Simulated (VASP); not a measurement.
Crystal: HfO2.

```
Hf O
1.0
     3.55802    0.00000    0.00000
     0.00000    3.55802    0.00000
     0.00000    0.00000    5.17186
Hf O
2 4
Direct
  0.50000 0.50000 0.50000
  0.00000 0.00000 0.00000
  0.00000 0.50000 0.69721
  0.50000 0.00000 0.80279
  0.50000 0.00000 0.30279
  0.00000 0.50000 0.19721
```

* Program: VASP 6.6.1
* Task: relaxation of cell and atoms
* Functional: LDA
* Potentials or basis: VASP PAW LDA potentials, release 64 (Hf_pv, O)
* Cutoff: 600 eV
* k mesh: 6 × 6 × 6
* Occupations: gaussian, width 0.02 eV
* Spin: no spin polarisation

At the start: pressure -7.7 GPa; volume 10.91 Å³/atom.

Where does the relaxation end?

Over 12 steps the energy falls by 10.7 meV/atom and the volume is 10.50 Å³/atom (-3.8 %); space group P4_2/nmc (No. 137, to 0.05 Å).

Step by step:
```
step  energy change (eV)  largest force (eV/Å)  pressure (GPa)  volume (Å³)
   1              0.0000                0.0001           -7.71        65.47
   2              0.0821                0.4871           14.59        60.62
   3             -0.0470                0.1727           -0.02        63.60
   4             -0.0526                0.1483           -0.13        63.48
   5             -0.0585                0.1078           -0.07        63.26
   6             -0.0531                0.0442            0.29        62.81
   7             -0.0592                0.0907            0.02        63.14
   8             -0.0628                0.0467           -0.01        63.06
   9             -0.0640                0.0035           -0.02        62.96
  10             -0.0641                0.0024           -0.02        62.98
  11             -0.0641                0.0037           -0.01        62.98
  12             -0.0641                0.0017           -0.02        62.97
```

Final structure:
```cif
data_structure
_symmetry_space_group_name_H-M 'P 1'
_symmetry_Int_Tables_number 1
_cell_length_a 3.5236
_cell_length_b 3.5236
_cell_length_c 5.0717
_cell_angle_alpha 90.000
_cell_angle_beta 90.000
_cell_angle_gamma 90.000
_cell_volume 62.97
loop_
_atom_site_label
_atom_site_type_symbol
_atom_site_fract_x
_atom_site_fract_y
_atom_site_fract_z
_atom_site_occupancy
Hf1 Hf 0.50000 0.50000 0.50000 1
Hf2 Hf 0.00000 0.00000 0.00000 1
O1 O 0.00000 0.50000 0.70599 1
O2 O 0.50000 0.00000 0.79401 1
O3 O 0.50000 0.00000 0.29401 1
O4 O 0.00000 0.50000 0.20599 1
```
